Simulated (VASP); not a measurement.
# Na (I4_1/amd) in VASP: a series of runs

The runs below take Na through single point, relaxation of cell and atoms, with PBE.

Everything below comes from runs of VASP 6.6.1. Logs are shortened: lines on timing, memory, paths and dates and some standing lists are left out, and cuts for length are marked.

### 1 The cell of the first run

The structure is tetragonal, space group I4_1/amd (No. 141). Conventional cell: a = 5.131 Å, b = 5.131 Å, c = 2.796 Å, α = 90.00°, β = 90.00°, γ = 90.00°. Na (site symmetry -4m2) has 10 Na at 2.66 to 3.31 Å within 3.5 Å.

### 2 Single point, PBE

INCAR

```
SYSTEM = Na
PREC = Accurate
ENCUT = 500
EDIFF = 1E-6
ISMEAR = -1
SIGMA = 0.1
LREAL = .False.
LASPH = .True.
NELM = 120
ALGO = Normal
ISIF = 2
LWAVE = .False.
LCHARG = .False.
GGA = PE
NBANDS = 14
GGA_COMPAT = .False.
```

KPOINTS

```
Automatic mesh
0
Gamma
  15 15 15
  0 0 0
```

POSCAR

```
Na
1.0
   -2.5654494307      2.5654494307      1.3977975414
    2.5654494307     -2.5654494307      1.3977975414
    2.5654494307      2.5654494307     -1.3977975414
Na
2
Direct
   -0.3750000000     -0.1250000000     -0.2500000000
    0.3750000000      0.1250000000      0.2500000000
```

Potentials or basis: VASP PAW PBE potentials, release 64 (Na_pv).

On the command line:

```bash
$ cat potpaw_PBE.64/Na_pv/POTCAR > POTCAR
$ mpirun -np 1 vasp_std > vasp.out
```

OUTCAR:

```text
SYSTEM = Na
   PREC = Accurate
   ENCUT = 500
   EDIFF = 1E-6
   ISMEAR = -1
   LREAL = .False.
   LASPH = .True.
   NELM = 120
   ISIF = 2
   GGA = PE

 ion  position               nearest neighbor table
   1  0.625  0.875  0.750-   2 2.66   2 2.66   2 2.66   2 2.66
   2  0.375  0.125  0.250-   1 2.66   1 2.66   1 2.66   1 2.66

  LATTYP: Found a body centered tetragonal cell.
 ALAT       =     5.1308988614
 C/A-ratio  =     0.5448548409

  Lattice vectors:

 A1 = (  -2.5654494307,   2.5654494307,   1.3977975414)
 A2 = (   2.5654494307,  -2.5654494307,   1.3977975414)
 A3 = (   2.5654494307,   2.5654494307,  -1.3977975414)

Analysis of symmetry for initial positions (statically):
=====================================================================
 Subroutine PRICEL returns:
 Original cell was already a primitive cell.

 Routine SETGRP: Setting up the symmetry group for a
 body centered tetragonal supercell.

 Subroutine GETGRP returns: Found 16 space group operations
 (whereof  4 operations were pure point group operations)
 out of a pool of 16 trial point group operations.

The static configuration has the point symmetry C_2h.
 The point group associated with its full space group is D_4h.

Analysis of symmetry for dynamics (positions and initial velocities):
=====================================================================
 Subroutine PRICEL returns:
 Original cell was already a primitive cell.

 Routine SETGRP: Setting up the symmetry group for a
 body centered tetragonal supercell.

 Subroutine GETGRP returns: Found 16 space group operations
 (whereof  4 operations were pure point group operations)
 out of a pool of 16 trial point group operations.

The dynamic configuration has the point symmetry C_2h.
 The point group associated with its full space group is D_4h.

 Subroutine INISYM returns: Found 16 space group operations
 (whereof  4 operations are pure point group operations),
 and found     1 'primitive' translations

----------------------------------------------------------------------------------------

                                     Primitive cell

  volume of cell :      36.7986

  direct lattice vectors                    reciprocal lattice vectors
    -2.565449431  2.565449431  1.397797541     0.000000000  0.194897625  0.357705594
     2.565449431 -2.565449431  1.397797541     0.194897625  0.000000000  0.357705594
     2.565449431  2.565449431 -1.397797541     0.194897625  0.194897625  0.000000000

  length of vectors
     3.888045721  3.888045721  3.888045721     0.407355344  0.407355344  0.275626864

  position of ions in fractional coordinates (direct lattice)
     0.625000000  0.875000000  0.750000000
     0.375000000  0.125000000  0.250000000

  ion indices of the primitive-cell ions
   primitive index   ion index
                 1           1
                 2           2

----------------------------------------------------------------------------------------

 KPOINTS: Automatic mesh

Automatic generation of k-mesh.
 Grid dimensions read from file:
 generate k-points for:   15   15   15

 Generating k-lattice:

  Cartesian coordinates                     Fractional coordinates (reciprocal lattice)
     0.000000000  0.012993175  0.023847040     0.066666667  0.000000000  0.000000000
     0.012993175  0.000000000  0.023847040     0.000000000  0.066666667  0.000000000
     0.012993175  0.012993175  0.000000000     0.000000000  0.000000000  0.066666667

  Length of vectors
     0.027157023  0.027157023  0.018375124

  Shift w.r.t. Gamma in fractional coordinates (k-lattice)
     0.000000000  0.000000000  0.000000000

 Subroutine IBZKPT returns following result:
 ===========================================

 Found    288 irreducible k-points:

 Following reciprocal coordinates:
            Coordinates               Weight
  0.000000  0.000000  0.000000      1.000000
  0.066667 -0.000000  0.000000      8.000000
  0.133333 -0.000000  0.000000      8.000000
  0.200000 -0.000000  0.000000      8.000000
  0.266667 -0.000000  0.000000      8.000000
  0.333333 -0.000000  0.000000      8.000000
[... 16 lines left out ...]
  0.133333  0.133333  0.000000      8.000000
  0.200000  0.133333  0.000000     16.000000
 [... further k-points ...]
   k-points           NKPTS =    288   k-points in BZ     NKDIM =    288   number of bands    NBANDS=     14
   number of dos      NEDOS =    301   number of ions     NIONS =      2
   total plane-waves  NPLWV =  21952
   dimension x,y,z NGX =    28 NGY =   28 NGZ =   28
   dimension x,y,z NGXF=    56 NGYF=   56 NGZF=   56
   ions per type =               2
   NGX,Y,Z   is equivalent  to a cutoff of  11.97, 11.97, 11.97 a.u.
   NGXF,Y,Z  is equivalent  to a cutoff of  23.94, 23.94, 23.94 a.u.
 SYSTEM =  Na
   PREC   = accura    normal or accurate (medium, high low for compatibility)
   ISTART =      0    job   : 0-new  1-cont  2-samecut
   ICHARG =      2    charge: 1-file 2-atom 10-const
   ISPIN  =      1    spin polarized calculation?
   LNONCOLLINEAR =      F non collinear calculations
   LSORBIT =      F    spin-orbit coupling
   LASPH  =      T    aspherical Exc in radial PAW
   ENCUT  =  500.0 eV  36.75 Ry    6.06 a.u.   7.09  7.09  7.09*2*pi/ulx,y,z
   NELM   =    120;   NELMIN=  2; NELMDL= -5     # of ELM steps
   EDIFF  = 0.1E-05   stopping-criterion for ELM
   LREAL  =      F    real-space projection
   EDIFFG = 0.1E-04   stopping-criterion for IOM
   NSW    =      0    number of steps for IOM
   IBRION =     -1    ionic relax: 0-MD 1-quasi-New 2-CG
   NFREE  =      0    steps in history (QN), initial steepest desc. (CG)
   ISIF   =      2    stress and relaxation
   ISYM   =      2    0-nonsym 1-usesym 2-fastsym
   POTIM  = 0.5000    time-step for ionic-motion
   TEBEG  =    0.0;   TEEND  =   0.0 temperature during run
   PSTRESS=    0.0 pullay stress
   NELECT =      14.0000    total number of electrons
   NUPDOWN=      -1.0000    fix difference up-down
   EMIN   =  10.00;   EMAX   =-10.00  energy-range for DOS
   EFERMI =   0.00;   METHOD = LEGACY
   ISMEAR =    -1;   SIGMA  =   0.10  broadening in eV -4-tet -1-fermi 0-gaus
   EFERMI_NEDOS =   21; number of points for ismear=-14 and -15
   IALGO  =     38    algorithm
   IMIX   =      4    mixing-type and parameters
     AMIX     =   0.40;   BMIX     =  1.00
     AMIX_MAG =   1.60;   BMIX_MAG =  1.00
  volume/ion in A,a.u.               =      18.40       124.16
  Fermi-wavevector in a.u.,A,eV,Ry     =   1.186243  2.241675 19.145754  1.407173
  Thomas-Fermi vector in A             =   2.322420
   LORBIT       =      0    0 simple, 1 ext, 2 COOP (PROOUT), +10 PAW based schemes
   GGA     = PE    functional components
   LHFCALC =     F    Hartree Fock is set to
   AEXX    =    0.0000 exact exchange contribution
   IVDW    =     0    specifies the selected vdW correction
   LEPSILON=     F    determine dielectric tensor
   LRPA    =     F    only Hartree local field effects (RPA)
 non-spin polarized calculation
  energy-cutoff  :      500.00
  volume of cell :       36.80
 maximum number of plane-waves:       954
   NGX = 15   NGY = 15   NGZ = 15

 number of electron      14.0000033 magnetization

 Free energy of the ion-electron system (eV)
  ---------------------------------------------------
  ext. energy  EPLUGINS =         0.00000000
  ---------------------------------------------------
  free energy    TOTEN  =        -1.10877250 eV

  energy without entropy =       -1.08691834  energy(sigma->0) =       -1.09784542

 E-fermi :   3.4162     XC(G=0):  -8.6750

 val. band max:        3.3944281025   @ k =  -0.4000   0.4667   0.3333
 cond. band min:       3.4165322809   @ k =  -0.2000  -0.4667   0.2000
 fundamental gap:      0.0221041784
 Fermi energy:         3.4161738649

 k-point     1 :       0.0000    0.0000    0.0000
  band No.  band energies     occupation
      1     -22.0018      2.00000
      2     -22.0018      2.00000
      3     -21.6820      2.00000
      4     -21.6789      2.00000
      5     -21.6577      2.00000
      6     -21.6577      2.00000
      7      -1.6847      2.00000
      8       7.2739      0.00000
      9       9.2193      0.00000
     10       9.2193      0.00000
     11      11.4002      0.00000
     12      16.4104      0.00000
     13      17.6879      0.00000
     14      19.7678      0.00000

 k-point     2 :       0.0667   -0.0000    0.0000
  band No.  band energies     occupation
      1     -22.0005      2.00000
      2     -21.9957      2.00000
      3     -21.6954      2.00000
      4     -21.6924      2.00000
      5     -21.6596      2.00000
      6     -21.6568      2.00000
      7      -1.5641      2.00000
      8       7.1800      0.00000
      9       9.1047      0.00000
     10       9.5006      0.00000
     11      11.6349      0.00000
     12      16.2829      0.00000
     13      17.1582      0.00000
     14      18.0447      0.00000

 k-point     3 :       0.1333   -0.0000    0.0000
  band No.  band energies     occupation
      1     -21.9967      2.00000
      2     -21.9789      2.00000
      3     -21.7346      2.00000
      4     -21.7261      2.00000
      5     -21.6675      2.00000
      6     -21.6546      2.00000
      7      -1.2061      2.00000
      8       7.0218      0.00000
      9       8.8855      0.00000
     10      10.2189      0.00000
     11      12.1647      0.00000
     12      15.1736      0.00000
     13      16.0874      0.00000
     14      16.2603      0.00000
[... 324 lines left out ...]
 k-point    23 :       0.1333    0.1333    0.0000
  band No.  band energies     occupation
      1     -21.9695      2.00000
      2     -21.9653      2.00000
      3     -21.8453      2.00000
      4     -21.8246      2.00000
      5     -21.6667      2.00000
      6     -21.6604      2.00000
      7      -0.0296      2.00000
      8       7.2890      0.00000
      9      10.0682      0.00000
     10      10.2945      0.00000
     11      12.0959      0.00000
     12      12.2972      0.00000
     13      13.0627      0.00000
     14      15.2118      0.00000

 k-point    24 :       0.2000    0.1333    0.0000
  band No.  band energies     occupation
      1     -21.9762      2.00000
      2     -21.9543      2.00000
      3     -21.8868      2.00000
      4     -21.8694      2.00000
      5     -21.6759      2.00000
      6     -21.6585      2.00000
      7       0.8689      2.00000
      8       7.3907      0.00000
      9       9.3527      0.00000
     10      10.1554      0.00000
     11      11.2515      0.00000
     12      12.1835      0.00000
     13      13.1429      0.00000
     14      14.3021      0.00000

 [... further k-points ...]
[... 5 lines left out ...]
  --------------------------------------------------------------------------------------
  -------------------------------------------------------------------------------------
  Total        4.6022506      4.6022506      4.6024850     -0.0000000      0.0000000      0.0000000
  in kB      200.3778280    200.3778280    200.3880333     -0.0000000      0.0000000      0.0000000
  external PRESSURE =     200.3812297 kB  Pullay stress =       0.0000000 kB

 VOLUME and BASIS-vectors are now :
 -----------------------------------------------------------------------------
  energy-cutoff  :      500.00
  volume of cell :       36.80
      direct lattice vectors                 reciprocal lattice vectors
    -2.565449431  2.565449431  1.397797541     0.000000000  0.194897625  0.357705594
     2.565449431 -2.565449431  1.397797541     0.194897625  0.000000000  0.357705594
     2.565449431  2.565449431 -1.397797541     0.194897625  0.194897625  0.000000000

 POSITION                                       TOTAL-FORCE (eV/Angst)
 -----------------------------------------------------------------------------------
      2.56545      1.28272      1.04835         0.000000      0.000000      0.000000
      0.00000      1.28272      0.34945        -0.000000     -0.000000     -0.000000
 -----------------------------------------------------------------------------------
    total drift:                                0.000000      0.000000      0.000000

  FREE ENERGIE OF THE ION-ELECTRON SYSTEM (eV)
  ---------------------------------------------------
  free  energy   TOTEN  =        -1.1087725035 eV

  energy  without entropy=       -1.0869183443  energy(sigma->0) =       -1.09784542
```

Run time: 2.3 min. Hardware: 1 thread of Oxide Virtual Turin-like, shared host; peak memory 0.19 GiB.

Results:

- Free energy: -1.1088 eV
- Pressure: 20.0 GPa
- Band gap on the k mesh: zero (bands 7 and 8 overlap by 3.80 eV)

Caveat: the cell stands under pressure.

### 3 Single point, PBE

INCAR

```
ALGO = Normal
EDIFF = 1E-6
ENCUT = 500
GGA = PE
GGA_COMPAT = False
ISIF = 2
ISMEAR = -1
LASPH = True
LCHARG = True
LELF = True
LREAL = False
LVHAR = True
LWAVE = False
NBANDS = 14
NELM = 120
PREC = Accurate
SIGMA = 0.1
```

KPOINTS

```
k-points
0
Gamma
  15 15 15
```

POSCAR is that of step 2.

Potentials or basis: VASP PAW PBE potentials, release 64 (Na_pv).

On the command line:

```bash
$ cat potpaw_PBE.64/Na_pv/POTCAR > POTCAR
$ mpirun -np 1 vasp_std > vasp.out
```

It took 2.4 min on 1 thread of Oxide Virtual Turin-like, shared host; peak memory 0.19 GiB.

Results (log left out):

```
Free energy            : -1.1088 eV
Pressure               : 20.0 GPa
Band gap on the k mesh : zero (bands 7 and 8 overlap by 3.80 eV)
```

Levels at points of the mesh, in eV from the Fermi level:
| k point | band 4 | band 5 | band 6 | band 7 | band 8 | band 9 | band 10 | band 11 |
| --- | --- | --- | --- | --- | --- | --- | --- | --- |
| (0.00, 0.00, 0.00) | -25.10 | -25.07 | -25.07 | -5.10 | 3.86 | 5.80 | 5.80 | 7.98 |

Caveat: the cell stands under pressure.

### 4 Relaxation of cell and atoms, PBE, target pressure 20 GPa, at which the enthalpy is minimised

INCAR

```
ALGO = Normal
EDIFF = 1E-7
EDIFFG = -0.005
ENCUT = 500
GGA = PE
GGA_COMPAT = F
IBRION = 2
ISIF = 3
ISMEAR = -1
LASPH = T
LCHARG = F
LREAL = F
LWAVE = F
NELM = 120
NELMIN = 4
NSW = 32
PREC = Accurate
PSTRESS = 200.0
SIGMA = 0.1
```

KPOINTS is that of step 3.

POSCAR is that of step 3.

On the command line:

```bash
$ cat potpaw_PBE.64/Na_pv/POTCAR > POTCAR
$ mpirun -np 1 vasp_std > vasp.out
```

It took 81 s on 1 thread of Oxide Virtual Turin-like, shared host; peak memory 0.18 GiB.

Results (log left out):

| Quantity | Value |
| --- | --- |
| Free energy | -1.1088 eV |
| Pressure after relaxing | 20.0 GPa |
| Band gap on the k mesh | zero (bands 7 and 8 overlap by 3.80 eV) |

Final structure:
```xyz
2
Lattice="-2.5654 2.5654 1.3978 2.5654 -2.5654 1.3978 2.5654 2.5654 -1.3978" Properties=species:S:1:pos:R:3 pbc="T T T"
Na    2.5654    1.2827    1.0483
Na    0.0000    1.2827    0.3494
```

Levels at points of the mesh, in eV from the Fermi level:
| k point | band 3 | band 4 | band 5 | band 6 | band 7 | band 8 | band 9 | band 10 | band 11 |
| --- | --- | --- | --- | --- | --- | --- | --- | --- | --- |
| (0.00, 0.00, 0.00) | -25.10 | -25.10 | -25.07 | -25.07 | -5.10 | 3.86 | 5.80 | 5.80 | 7.98 |

Caveat: the cell is relaxed towards a set pressure, so the run minimises the enthalpy, not the energy.

The gap in the log of VASP goes by the Fermi energy; the results here count the filled bands.